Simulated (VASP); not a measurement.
Ag: single point with PBEsol

The system is Ag.

```xyz
2
Lattice="2.6956 0.0000 0.0000 -1.3478 2.3345 0.0000 0.0000 0.0000 4.9816" Properties=species:S:1:pos:R:3 pbc="T T T"
Ag    0.0000    1.5563    1.2454
Ag    1.3478    0.7782    3.7362
```

This cell differs from its parent crystal: strain -0.080 along x and y, +0.040 along z.

```yaml
Program: VASP 6.6.1
Task: single point
Functional: PBEsol
Potentials_or_basis: VASP PAW PBE potentials, release 64 (Ag)
Cutoff: 520 eV
k_mesh: 18 × 18 × 10
Occupations: gaussian, width 0.15 eV
Spin: no spin polarisation
Dipole_correction: no
Further_INCAR_settings: ALGO = Fast; EDIFF = 1e-06; NBANDS = 18
```

```yaml
Pressure: 11.3 GPa
Band_gap_on_the_k_mesh: zero (bands 11 and 12 overlap by 8.39 eV)
```

Stress tensor (GPa, compression positive):
```
17.72  0.00  0.00
 0.00 17.72  0.00
 0.00  0.00 -1.41
```

Levels at points of the mesh, in eV from the Fermi level:
| k point | band 7 | band 8 | band 9 | band 10 | band 11 | band 12 | band 13 | band 14 | band 15 | band 16 |
| --- | --- | --- | --- | --- | --- | --- | --- | --- | --- | --- |
| (0.00, 0.00, 0.00) | -5.01 | -3.95 | -3.95 | -3.23 | -3.23 | -1.67 | 2.29 | 15.12 | 16.67 | 18.42 |
| (0.50, 0.00, 0.00) | -3.93 | -3.24 | -2.72 | -2.65 | 0.30 | 2.10 | 6.69 | 6.84 | 9.49 | 10.26 |
| (0.00, 0.00, 0.50) | -5.16 | -5.16 | -3.52 | -3.52 | -3.52 | -3.52 | 9.00 | 9.00 | 17.04 | 17.04 |
| (0.50, 0.00, 0.50) | -3.38 | -3.38 | -2.68 | -2.68 | 0.68 | 0.68 | 5.39 | 5.39 | 12.86 | 12.86 |

It took 55 s on 1 thread of Intel(R) Xeon(R) Platinum 8488C (Sapphire Rapids), on a shared host, peak memory 0.22 GiB.

Caveat: the cell differs from its parent crystal (strain -0.080 along x and y, +0.040 along z); the cell stands under pressure; the PAW data sets were made with another functional, which shifts forces and pressure a little.
